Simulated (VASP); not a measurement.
# CoSi2 (Fm-3m) in VASP: a series of runs

The runs below take CoSi2 through single point, with PBEsol.

Program: VASP 6.6.1. These are calculated values, not measurements. Logs are shortened: lines on timing, memory, paths and dates and some standing lists are left out, and cuts for length are marked.

## 1. The cell of the first run

It takes space group Fm-3m (No. 225, cubic). The conventional cell has a = 4.868 Å, b = 4.868 Å, c = 4.868 Å, α = 90.00°, β = 90.00°, γ = 90.00°. Co (site symmetry m-3m) has 8 Si at 2.11 Å within 2.8 Å. Si (site symmetry -43m) has 4 Co at 2.11 Å and 6 Si at 2.43 Å within 2.8 Å.

## 2. Single point, PBEsol

Contents of INCAR:

```
SYSTEM = CoSi2
ALGO     = Normal         ! electronic algorithm
EDIFF    = 1E-7           ! SCF threshold, eV
ENCUT    = 520            ! plane-wave cutoff, eV
GGA      = PS             ! functional
ISIF     = 2              ! what is computed and relaxed
ISMEAR   = 0              ! smearing method
LASPH    = .TRUE.         ! aspherical terms in the spheres
LCHARG   = .FALSE.        ! write CHGCAR
LREAL    = .FALSE.        ! projectors in reciprocal space
LWAVE    = .FALSE.        ! write WAVECAR
NBANDS   = 16             ! bands
NELM     = 60             ! most SCF steps
PREC     = Accurate       ! precision mode
SIGMA    = 0.1            ! smearing width, eV
```

Contents of KPOINTS:

```
k-points
0
G
  14 14 14
  0 0 0
```

Contents of POSCAR:

```
CoSi2
1.0
    0.0000000000      2.4339272430      2.4339272430
    2.4339272430      0.0000000000      2.4339272430
    2.4339272430      2.4339272430      0.0000000000
Co Si
1 2
Direct
    0.0000000000      0.0000000000      0.0000000000
    0.2500000000      0.2500000000      0.2500000000
    0.7500000000      0.7500000000      0.7500000000
```

Potentials or basis: VASP PAW PBE potentials, release 64 (Co, Si).

The run is started by

```
> cat potpaw_PBE.64/Co/POTCAR potpaw_PBE.64/Si/POTCAR > POTCAR
> mpirun -np 1 vasp_std > vasp.out
```

OUTCAR:

```text
SYSTEM = CoSi2
   EDIFF = 1E-7
   ENCUT = 520
   GGA = PS
   ISIF = 2
   ISMEAR = 0
   LASPH = .TRUE.
   LREAL = .FALSE.
   NELM = 60
   PREC = Accurate

 ion  position               nearest neighbor table
   1  0.000  0.000  0.000-   3 2.11   2 2.11   3 2.11   2 2.11   3 2.11   3 2.11   2 2.11   2 2.11

   2  0.250  0.250  0.250-   1 2.11   1 2.11   1 2.11   1 2.11   3 2.43   3 2.43   3 2.43   3 2.43
                             3 2.43   3 2.43
   3  0.750  0.750  0.750-   1 2.11   1 2.11   1 2.11   1 2.11   2 2.43   2 2.43   2 2.43   2 2.43
                             2 2.43   2 2.43

  LATTYP: Found a face centered cubic cell.
 ALAT       =     4.8678544860

  Lattice vectors:

 A1 = (   0.0000000000,   2.4339272430,   2.4339272430)
 A2 = (   2.4339272430,   0.0000000000,   2.4339272430)
 A3 = (   2.4339272430,   2.4339272430,   0.0000000000)

Analysis of symmetry for initial positions (statically):
=====================================================================
 Subroutine PRICEL returns:
 Original cell was already a primitive cell.

 Routine SETGRP: Setting up the symmetry group for a
 face centered cubic supercell.

 Subroutine GETGRP returns: Found 48 space group operations
 (whereof 48 operations were pure point group operations)
 out of a pool of 48 trial point group operations.

The static configuration has the point symmetry O_h .

Analysis of symmetry for dynamics (positions and initial velocities):
=====================================================================
 Subroutine PRICEL returns:
 Original cell was already a primitive cell.

 Routine SETGRP: Setting up the symmetry group for a
 face centered cubic supercell.

 Subroutine GETGRP returns: Found 48 space group operations
 (whereof 48 operations were pure point group operations)
 out of a pool of 48 trial point group operations.

The dynamic configuration has the point symmetry O_h .

 Subroutine INISYM returns: Found 48 space group operations
 (whereof 48 operations are pure point group operations),
 and found     1 'primitive' translations

----------------------------------------------------------------------------------------

                                     Primitive cell

  volume of cell :      28.8372

  direct lattice vectors                    reciprocal lattice vectors
     0.000000000  2.433927243  2.433927243    -0.205429312  0.205429312  0.205429312
     2.433927243  0.000000000  2.433927243     0.205429312 -0.205429312  0.205429312
     2.433927243  2.433927243  0.000000000     0.205429312  0.205429312 -0.205429312

  length of vectors
     3.442092917  3.442092917  3.442092917     0.355814006  0.355814006  0.355814006

  position of ions in fractional coordinates (direct lattice)
     0.000000000  0.000000000  0.000000000
     0.250000000  0.250000000  0.250000000
     0.750000000  0.750000000  0.750000000

  ion indices of the primitive-cell ions
   primitive index   ion index
                 1           1
                 2           2
                 3           3

----------------------------------------------------------------------------------------

 KPOINTS: k-points

Automatic generation of k-mesh.
 Grid dimensions read from file:
 generate k-points for:   14   14   14

 Generating k-lattice:

  Cartesian coordinates                     Fractional coordinates (reciprocal lattice)
    -0.014673522  0.014673522  0.014673522     0.071428571  0.000000000  0.000000000
     0.014673522 -0.014673522  0.014673522     0.000000000  0.071428571  0.000000000
     0.014673522  0.014673522 -0.014673522     0.000000000  0.000000000  0.071428571

  Length of vectors
     0.025415286  0.025415286  0.025415286

  Shift w.r.t. Gamma in fractional coordinates (k-lattice)
     0.000000000  0.000000000  0.000000000

 Subroutine IBZKPT returns following result:
 ===========================================

 Found    104 irreducible k-points:

 Following reciprocal coordinates:
            Coordinates               Weight
  0.000000  0.000000  0.000000      1.000000
  0.071429  0.000000  0.000000      8.000000
  0.142857  0.000000  0.000000      8.000000
  0.214286  0.000000  0.000000      8.000000
  0.285714  0.000000  0.000000      8.000000
  0.357143  0.000000  0.000000      8.000000
[... 16 lines left out ...]
  0.214286  0.142857  0.000000     24.000000
  0.285714  0.142857  0.000000     24.000000
 [... further k-points ...]
   k-points           NKPTS =    104   k-points in BZ     NKDIM =    104   number of bands    NBANDS=     16
   number of dos      NEDOS =    301   number of ions     NIONS =      3
   total plane-waves  NPLWV =  21952
   dimension x,y,z NGX =    28 NGY =   28 NGZ =   28
   dimension x,y,z NGXF=    56 NGYF=   56 NGZF=   56
   ions per type =               1   2
   NGX,Y,Z   is equivalent  to a cutoff of  13.52, 13.52, 13.52 a.u.
   NGXF,Y,Z  is equivalent  to a cutoff of  27.05, 27.05, 27.05 a.u.
 SYSTEM =  CoSi2
   PREC   = accura    normal or accurate (medium, high low for compatibility)
   ISTART =      0    job   : 0-new  1-cont  2-samecut
   ICHARG =      2    charge: 1-file 2-atom 10-const
   ISPIN  =      1    spin polarized calculation?
   LNONCOLLINEAR =      F non collinear calculations
   LSORBIT =      F    spin-orbit coupling
   LASPH  =      T    aspherical Exc in radial PAW
   ENCUT  =  520.0 eV  38.22 Ry    6.18 a.u.   6.40  6.40  6.40*2*pi/ulx,y,z
   NELM   =     60;   NELMIN=  2; NELMDL= -5     # of ELM steps
   EDIFF  = 0.1E-06   stopping-criterion for ELM
   LREAL  =      F    real-space projection
   EDIFFG = 0.1E-05   stopping-criterion for IOM
   NSW    =      0    number of steps for IOM
   IBRION =     -1    ionic relax: 0-MD 1-quasi-New 2-CG
   NFREE  =      0    steps in history (QN), initial steepest desc. (CG)
   ISIF   =      2    stress and relaxation
   ISYM   =      2    0-nonsym 1-usesym 2-fastsym
   POTIM  = 0.5000    time-step for ionic-motion
   TEBEG  =    0.0;   TEEND  =   0.0 temperature during run
   PSTRESS=    0.0 pullay stress
   NELECT =      17.0000    total number of electrons
   NUPDOWN=      -1.0000    fix difference up-down
   EMIN   =  10.00;   EMAX   =-10.00  energy-range for DOS
   EFERMI =   0.00;   METHOD = LEGACY
   ISMEAR =     0;   SIGMA  =   0.10  broadening in eV -4-tet -1-fermi 0-gaus
   EFERMI_NEDOS =   21; number of points for ismear=-14 and -15
   IALGO  =     38    algorithm
   IMIX   =      4    mixing-type and parameters
     AMIX     =   0.40;   BMIX     =  1.00
     AMIX_MAG =   1.60;   BMIX_MAG =  1.00
  volume/ion in A,a.u.               =       9.61        64.87
  Fermi-wavevector in a.u.,A,eV,Ry     =   1.372693  2.594014 25.637284  1.884287
  Thomas-Fermi vector in A             =   2.498277
   LORBIT       =      0    0 simple, 1 ext, 2 COOP (PROOUT), +10 PAW based schemes
   GGA     = PS    functional components
   LHFCALC =     F    Hartree Fock is set to
   AEXX    =    0.0000 exact exchange contribution
   IVDW    =     0    specifies the selected vdW correction
   LEPSILON=     F    determine dielectric tensor
   LRPA    =     F    only Hartree local field effects (RPA)
 non-spin polarized calculation
 Gauss-broadening in eV      SIGMA  =   0.10
  energy-cutoff  :      520.00
  volume of cell :       28.84
 maximum number of plane-waves:       793
 NGX is ok and might be reduce to    28
   NGX = 13   NGY = 13   NGZ = 13

 number of electron      16.9999997 magnetization

 Free energy of the ion-electron system (eV)
  ---------------------------------------------------
  ext. energy  EPLUGINS =         0.00000000
  ---------------------------------------------------
  free energy    TOTEN  =       -19.03702847 eV

  energy without entropy =      -19.03264243  energy(sigma->0) =      -19.03483545

 E-fermi :  14.4012     XC(G=0): -13.2248

 val. band max:       14.3815627784   @ k =   0.2143   0.1429   0.0000
 cond. band min:      14.4107184764   @ k =   0.2857   0.1429   0.0000
 fundamental gap:      0.0291556980
 Fermi energy:        14.4011670868

 k-point     1 :       0.0000    0.0000    0.0000
  band No.  band energies     occupation
      1      -1.1671      2.00000
      2       8.8022      2.00000
      3       8.8022      2.00000
      4       8.8022      2.00000
      5      11.2676      2.00000
      6      11.2676      2.00000
[... 8 lines left out ...]
     15      21.5646      0.00000
     16      21.5646      0.00000

 k-point     2 :       0.0714    0.0000    0.0000
  band No.  band energies     occupation
      1      -1.0707      2.00000
      2       8.6609      2.00000
      3       8.8375      2.00000
      4       8.8375      2.00000
      5      11.2353      2.00000
      6      11.2353      2.00000
[... 8 lines left out ...]
     15      21.0119      0.00000
     16      21.5044      0.00000

 k-point     3 :       0.1429    0.0000    0.0000
  band No.  band energies     occupation
      1      -0.7831      2.00000
      2       8.2434      2.00000
      3       8.9339      2.00000
      4       8.9339      2.00000
      5      11.1620      2.00000
      6      11.1620      2.00000
[... 8 lines left out ...]
     15      20.8201      0.00000
     16      22.1749      0.00000

 k-point     4 :       0.2143    0.0000    0.0000
  band No.  band energies     occupation
      1      -0.3094      2.00000
      2       7.5643      2.00000
      3       9.0619      2.00000
      4       9.0619      2.00000
      5      11.1100      2.00000
      6      11.1100      2.00000
[... 8 lines left out ...]
     15      21.3718      0.00000
     16      23.4386      0.00000

 k-point     5 :       0.2857    0.0000    0.0000
  band No.  band energies     occupation
      1       0.3411      2.00000
      2       6.6514      2.00000
      3       9.1753      2.00000
      4       9.1753      2.00000
      5      11.1564      2.00000
      6      11.1564      2.00000
[... 8 lines left out ...]
     15      22.5930      0.00000
     16      24.6865      0.00000

 k-point     6 :       0.3571    0.0000    0.0000
  band No.  band energies     occupation
      1       1.1533      2.00000
      2       5.5698      2.00000
      3       9.2379      2.00000
      4       9.2379      2.00000
      5      11.3436      2.00000
      6      11.3436      2.00000
[... 8 lines left out ...]
     15      23.9419      0.00000
     16      25.9856      0.00000
[... 267 lines left out ...]
 k-point    21 :      -0.0714    0.0714    0.0000
  band No.  band energies     occupation
      1      -0.9106      2.00000
      2       8.4712      2.00000
      3       8.8212      2.00000
      4       8.9275      2.00000
      5      11.1002      2.00000
      6      11.2723      2.00000
[... 8 lines left out ...]
     15      21.2072      0.00000
     16      22.0147      0.00000

 k-point    22 :       0.1429    0.1429    0.0000
  band No.  band energies     occupation
      1      -0.6550      2.00000
      2       8.3529      2.00000
      3       8.8786      2.00000
      4       8.8786      2.00000
      5      10.7243      2.00000
      6      11.4330      2.00000
[... 8 lines left out ...]
     15      22.5116      0.00000
     16      22.5116      0.00000

 k-point    23 :       0.2143    0.1429    0.0000
  band No.  band energies     occupation
      1      -0.3069      2.00000
      2       7.9894      2.00000
      3       8.9457      2.00000
      4       8.9773      2.00000
      5      10.4614      2.00000
      6      11.4983      2.00000
[... 8 lines left out ...]
     15      22.9523      0.00000
     16      23.5271      0.00000

 k-point    24 :       0.2857    0.1429    0.0000
  band No.  band energies     occupation
      1       0.2232      2.00000
      2       7.3467      2.00000
      3       9.0453      2.00000
      4       9.0731      2.00000
      5      10.3043      2.00000
      6      11.5711      2.00000
[... 8 lines left out ...]
     15      24.0153      0.00000
     16      24.9718      0.00000

 [... further k-points ...]

------------------------ aborting loop because EDIFF is reached ----------------------------------------

  FORCE on cell =-STRESS in cart. coord.  units (eV):
  Direction    XX          YY          ZZ          XY          YZ          ZX
  --------------------------------------------------------------------------------------
  -------------------------------------------------------------------------------------
  Total       16.3579530     16.3579530     16.3579530     -0.0000000     -0.0000000     -0.0000000
  in kB      908.8386049    908.8386049    908.8386049     -0.0000000     -0.0000000     -0.0000000
  external PRESSURE =     908.8386049 kB  Pullay stress =       0.0000000 kB

 VOLUME and BASIS-vectors are now :
 -----------------------------------------------------------------------------
  energy-cutoff  :      520.00
  volume of cell :       28.84
      direct lattice vectors                 reciprocal lattice vectors
     0.000000000  2.433927243  2.433927243    -0.205429312  0.205429312  0.205429312
     2.433927243  0.000000000  2.433927243     0.205429312 -0.205429312  0.205429312
     2.433927243  2.433927243  0.000000000     0.205429312  0.205429312 -0.205429312

 POSITION                                       TOTAL-FORCE (eV/Angst)
 -----------------------------------------------------------------------------------
      0.00000      0.00000      0.00000         0.000000      0.000000      0.000000
      1.21696      1.21696      1.21696         0.000000      0.000000      0.000000
      3.65089      3.65089      3.65089        -0.000000     -0.000000     -0.000000
 -----------------------------------------------------------------------------------
    total drift:                               -0.000000     -0.000000      0.000000

  FREE ENERGIE OF THE ION-ELECTRON SYSTEM (eV)
  ---------------------------------------------------
  free  energy   TOTEN  =       -19.0370284719 eV

  energy  without entropy=      -19.0326424285  energy(sigma->0) =      -19.03483545
```

Wall time 73 s (1 thread of Intel Xeon Platinum 8488C (Sapphire Rapids), shared host); peak memory 0.18 GiB.

What came out:

```
Free energy            : -19.0370 eV
Pressure               : 90.9 GPa
Band gap on the k mesh : zero (an odd number of electrons rules out a gap without spin polarisation)
```

Caveat: the cell stands under pressure; the PAW data sets were made with another functional, which shifts forces and pressure a little; the run has no spin polarisation, though such a crystal can be magnetic. Spin polarisation is off, so any magnetic state and its effect on volume and gap are missing.

## 3. Single point, PBEsol

This run uses another cell than the first one, of 10.49 Å³/atom.

Contents of INCAR:

```
  PREC = Accurate
  ENCUT = 520
  EDIFF = 1E-6
  ISMEAR = 0
  SIGMA = 0.1
  LREAL = F
  LASPH = T
  NELM = 80
  ALGO = Normal
  ISIF = 2
  LWAVE = F
  LCHARG = F
  GGA = PS
  NBANDS = 16
```

Contents of KPOINTS:

```
Automatic mesh
0
Gamma
  14 14 14
```

Contents of POSCAR:

```
CoSi2
1.0
    0.0000000000      2.5054896505      2.5054896505
    2.5054896505      0.0000000000      2.5054896505
    2.5054896505      2.5054896505      0.0000000000
Co Si
1 2
Direct
    0.0000000000      0.0000000000      0.0000000000
    0.2500000000      0.2500000000      0.2500000000
    0.7500000000      0.7500000000      0.7500000000
```

Potentials or basis: VASP PAW PBE potentials, release 64 (Co, Si).

The run is started by

```
> cat potpaw_PBE.64/Co/POTCAR potpaw_PBE.64/Si/POTCAR > POTCAR
> mpirun -np 1 vasp_std > vasp.out
```

It took 65 s on 1 thread of Intel Xeon Platinum 8488C (Sapphire Rapids), shared host; peak memory 0.18 GiB.

It converged, with:

- Free energy: -20.1708 eV
- Pressure: 50.5 GPa
- Band gap on the k mesh: zero (an odd number of electrons rules out a gap without spin polarisation)

Levels at points of the mesh, in eV from the Fermi level:
| k point | band 7 | band 8 | band 9 | band 10 | band 11 | band 12 |
| --- | --- | --- | --- | --- | --- | --- |
| (0.00, 0.00, 0.00) | 2.96 | 3.40 | 3.40 | 3.40 | 4.29 | 4.29 |
| (0.50, 0.00, 0.00) | -2.29 | -0.56 | -0.56 | 3.26 | 4.05 | 4.05 |
| (0.50, 0.50, 0.00) | -2.62 | -2.59 | -1.88 | 2.50 | 2.96 | 8.75 |

Caveat: the cell stands under pressure; the PAW data sets were made with another functional, which shifts forces and pressure a little; the run has no spin polarisation, though such a crystal can be magnetic.
